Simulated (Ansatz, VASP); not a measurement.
## Two plane-wave programs on Li2S

Contents of INCAR:

```
SYSTEM = Li2S
  ALGO = Normal
  EDIFF = 1E-6
  ENCUT = 750
  GGA = RE
  GGA_COMPAT = .FALSE.
  ISIF = 2
  ISMEAR = 0
  IVDW = 12
  LASPH = .TRUE.
  LCHARG = .TRUE.
  LELF = .TRUE.
  LREAL = .FALSE.
  LVHAR = .TRUE.
  LWAVE = .FALSE.
  NBANDS = 13
  NELM = 120
  PREC = Accurate
  SIGMA = 0.05
```

Contents of KPOINTS:

```
k-points
0
G
  8 8 8
  0 0 0
```

File POSCAR:

```
Li2S
1.0
    0.0000000000      2.7506055453      2.7506055453
    2.7506055453      0.0000000000      2.7506055453
    2.7506055453      2.7506055453      0.0000000000
Li S
2 1
Direct
    0.2500000000      0.2500000000      0.2500000000
    0.7500000000      0.7500000000      0.7500000000
    0.0000000000      0.0000000000      0.0000000000
```

Input for Ansatz:

```yaml
crystal:
  lattice:
    - [0.0, 2.7506055453, 2.7506055453]
    - [2.7506055453, 0.0, 2.7506055453]
    - [2.7506055453, 2.7506055453, 0.0]
  atoms:
    - { symbol: Li, position: [0.25, 0.25, 0.25] }
    - { symbol: Li, position: [0.75, 0.75, 0.75] }
    - { symbol: S, position: [0.0, 0.0, 0.0] }
basis:
  ecutwfc: 420
  ecutrho_ratio: 4
kpoints:
  mp_grid: { grid: [8, 8, 8] }
hamiltonian:
  xc: revpbe
  dispersion: d3bj
scf:
  occupations: { method: gaussian, width: 0.05 }
output:
  forces: true
  stress: true
  eigenvalues: true
```

Alike in both runs: task single point; functional revPBE; dispersion D3(BJ); k mesh 8 × 8 × 8; occupations gaussian, width 0.05 eV; no spin polarisation.

|  | VASP | Ansatz |
| --- | --- | --- |
| version | VASP 6.6.1 | Ansatz 0.2.0 |
| potentials or method | VASP PAW PBE potentials, release 64 (Li_sv, S), cutoff 750 eV | scalar-relativistic, plane waves, PAW |
| valence electrons in the cell | 12 | 12 |

```csv
,VASP,Ansatz,Ansatz less VASP
gap on the k mesh at the Fermi level (eV),3.41,3.42,+0.005
least direct gap on the mesh (eV),4.96,4.96,-0.002
pressure (GPa),-0.2,-0.1,+0.17
```

VASP's potentials were made for PBE, not for revPBE.
